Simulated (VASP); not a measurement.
Wanted: the native input for a VASP 6.6.1 run.

```yaml
Task: single point
Functional: PBE
Potentials_or_basis: VASP PAW PBE potentials, release 64 (Ni, Pt)
Cutoff: 520 eV
k_mesh: 6 × 6 × 6
Occupations: gaussian, width 0.1 eV
Spin: collinear spin, ferromagnetic start
Starting_moments: "[2.0, 0.0, 0.0, 0.0, 0.0] μB"
Dipole_correction: no
Further_INCAR_settings: ALGO = Fast; EDIFF = 1e-07; NBANDS = 37
```

The structure of NiPt4 lies in POSCAR:

```
NiPt4
1.0
   -3.0874337000      3.0874337000      1.9526645300
    3.0874337000     -3.0874337000      1.9526645300
    3.0874337000      3.0874337000     -1.9526645300
Ni Pt
1 4
Direct
    0.5000000000      0.5000000000      0.0000000000
    0.1000000000      0.7000000000      0.8000000000
    0.9000000000      0.3000000000      0.2000000000
    0.7000000000      0.9000000000      0.6000000000
    0.3000000000      0.1000000000      0.4000000000
```

One way to write it, as run:

INCAR

```
SYSTEM = NiPt4
PREC = Accurate ; ENCUT = 520
EDIFF = 1E-7 ; ISMEAR = 0
SIGMA = 0.1 ; LREAL = .FALSE.
LASPH = .TRUE. ; NELM = 150
ALGO = Fast ; ISIF = 2
LWAVE = .FALSE. ; LCHARG = .TRUE.
ISPIN = 2 ; MAGMOM = 2 0 0 0 0
LORBIT = 11 ; LMAXMIX = 4
GGA = PE ; LELF = .TRUE.
LVHAR = .TRUE. ; NBANDS = 37
```

KPOINTS

```
regular mesh
0
G
  6 6 6
  0 0 0
```

Potentials or basis: VASP PAW PBE potentials, release 64 (Ni, Pt).

Launch:

```console
$ cat potpaw_PBE.64/Ni/POTCAR potpaw_PBE.64/Pt/POTCAR > POTCAR
$ mpirun -np 1 vasp_std > vasp.out
```

It gave:

The pressure is -1.2 GPa. The largest force is 0.461 eV/Å and the net moment is 1.59 μB per cell. The site moments are Ni +0.74; Pt +0.22 μB and the valence electrons inside the program's atomic spheres are Ni 9.06; Pt 9.25.

Run time: 9.6 min on 1 thread of Intel Xeon 8259CL, on a shared host, peak memory 0.34 GiB.
